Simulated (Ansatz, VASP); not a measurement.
## GaN in VASP and in Ansatz

```
Ga N
1.0
     0.00000    1.95217    1.95217
     1.95217    0.00000    1.95217
     1.95217    1.95217    0.00000
Ga N
1 1
Direct
  0.50000 0.50000 0.50000
  0.00000 0.00000 0.00000
```

Change from the starting cell: volume scaled by 0.9405, PAW files.

Alike in both runs: task electric field gradients; functional PBEsol; k mesh 13 × 13 × 13; occupations fermi-dirac, width 0.02 eV; no spin polarisation.

|  | VASP | Ansatz |
| --- | --- | --- |
| version | VASP 6.6.1 | Ansatz 0.2.0 |
| potentials or method | VASP PAW PBE potentials, release 64 (Ga_d, N) | PAW with Ansatz's default frozen-core files, scalar-relativistic |
| plane-wave cutoff (eV) | 520 | 420 |
| valence electrons in the cell | 18 | 18 |

|  | VASP | Ansatz | Ansatz less VASP |
| --- | --- | --- | --- |
| gap on the k mesh at the Fermi level (eV) | 2.27 | 2.28 | +0.012 |
| pressure (GPa) | 92.2 | 91.2 | -0.96 |

VASP's potentials were made for PBE, not for PBEsol. Both programs put the cell under a high pressure, so it lies far from rest at this level. With one functional, cell and mesh, what is left measures potentials, basis and numerics.

Noted on VASP's run: the cell as given lies far from equilibrium.
